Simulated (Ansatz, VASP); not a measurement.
**Bi: VASP beside Ansatz**

POSCAR

```
Bi
1.0
    2.2673427694      1.3090509583      3.8817322408
   -2.2673427694      1.3090509583      3.8817322408
    0.0000000000     -2.6181019165      3.8817322408
Bi
2
Direct
    0.2371283440      0.2371283440      0.2371283440
    0.7628716560      0.7628716560      0.7628716560
```

INCAR.step1

```
SYSTEM = Bi
ALGO     = Normal         ! electronic algorithm
EDIFF    = 1E-4           ! SCF threshold, eV
ENCUT    = 520            ! plane-wave cutoff, eV
GGA      = PE             ! functional
ISMEAR   = 0              ! smearing method
LASPH    = .TRUE.         ! aspherical terms in the spheres
LCHARG   = .FALSE.        ! write CHGCAR
LREAL    = .FALSE.        ! projectors in reciprocal space
LWAVE    = .TRUE.         ! write WAVECAR
NBANDS   = 22             ! bands
NELM     = 100            ! most SCF steps
PREC     = Accurate       ! precision mode
SIGMA    = 0.1            ! smearing width, eV
```

File INCAR.step2:

```
SYSTEM = Bi
ALGO     = Normal         ! electronic algorithm
EDIFF    = 1E-6           ! SCF threshold, eV
ENCUT    = 520            ! plane-wave cutoff, eV
ISIF     = 2              ! what is computed and relaxed
ISMEAR   = 0              ! smearing method
ISTART   = 1            
LASPH    = .TRUE.         ! aspherical terms in the spheres
LCHARG   = .FALSE.        ! write CHGCAR
LMIXTAU  = .TRUE.       
LREAL    = .FALSE.        ! projectors in reciprocal space
LWAVE    = .FALSE.        ! write WAVECAR
METAGGA  = R2SCAN         ! meta-GGA
NBANDS   = 22             ! bands
NELM     = 100            ! most SCF steps
PREC     = Accurate       ! precision mode
SIGMA    = 0.1            ! smearing width, eV
```

File KPOINTS:

```
k-points
0
G
  12 12 12
  0 0 0
```

Input for Ansatz:

```yaml
crystal:
  lattice:
    - [2.2673427694, 1.3090509583, 3.8817322408]
    - [-2.2673427694, 1.3090509583, 3.8817322408]
    - [0.0, -2.6181019165, 3.8817322408]
  atoms:
    - { symbol: Bi, position: [0.237128344, 0.237128344, 0.237128344] }
    - { symbol: Bi, position: [0.762871656, 0.762871656, 0.762871656] }
basis:
  ecutwfc: 500
kpoints:
  mp_grid: { grid: [12, 12, 12] }
  band_path:
    path:
      - [[0.0, 0.0, 0.0], [0.5, 0.5, 0.5], [0.75751562, 0.24248438, 0.5]]
      - [[0.5, -0.24248438, 0.24248438], [0.5, 0.0, 0.0], [0.0, 0.0, 0.0], [0.37124219, -0.37124219, 0.0]]
      - [[0.62875781, 0.0, 0.37124219], [0.5, 0.0, 0.5], [0.0, 0.0, 0.0]]
    npoints: 14
hamiltonian:
  xc: r2scan
scf:
  occupations: { method: gaussian, width: 0.1 }
  n_extra_bands: 6
output:
  forces: true
  stress: true
  eigenvalues: true
  populations: true
  dos: { projected: true, de: 0.02, nscf_kmesh: { grid: [18, 18, 18] } }
  bader: true
  write_density: true
  write_potential: true
  elf: true
  volumetric_format: npy
```

Alike in both runs: task single point; functional r2SCAN; k mesh 12 × 12 × 12; occupations gaussian, width 0.1 eV; no spin polarisation.

|  | VASP | Ansatz |
| --- | --- | --- |
| version | VASP 6.6.1 | Ansatz 0.2.0 |
| potentials or method | VASP PAW PBE potentials, release 64 (Bi_d), cutoff 520 eV | scalar-relativistic, plane waves, PAW |
| valence electrons in the cell | 30 | 30 |

```csv
,VASP,Ansatz,Ansatz less VASP
gap on the k mesh at the Fermi level (eV),none,none,-
pressure (GPa),1.2,1.3,+0.05
"traceless stress, the component that is largest in VASP (GPa)",0.26,0.25,-0.002
rms of the force components (eV/Å),0.102,0.105,+0.0031
```

VASP's potentials were made for PBE, not for r2SCAN. Atom by atom the forces differ by 0.003 eV/Å (rms over components). A gap of «none» marks a metal or a gap that the smearing closes. With one functional, cell and mesh, what is left measures potentials, basis and numerics.

Neither program's run includes spin-orbit coupling.
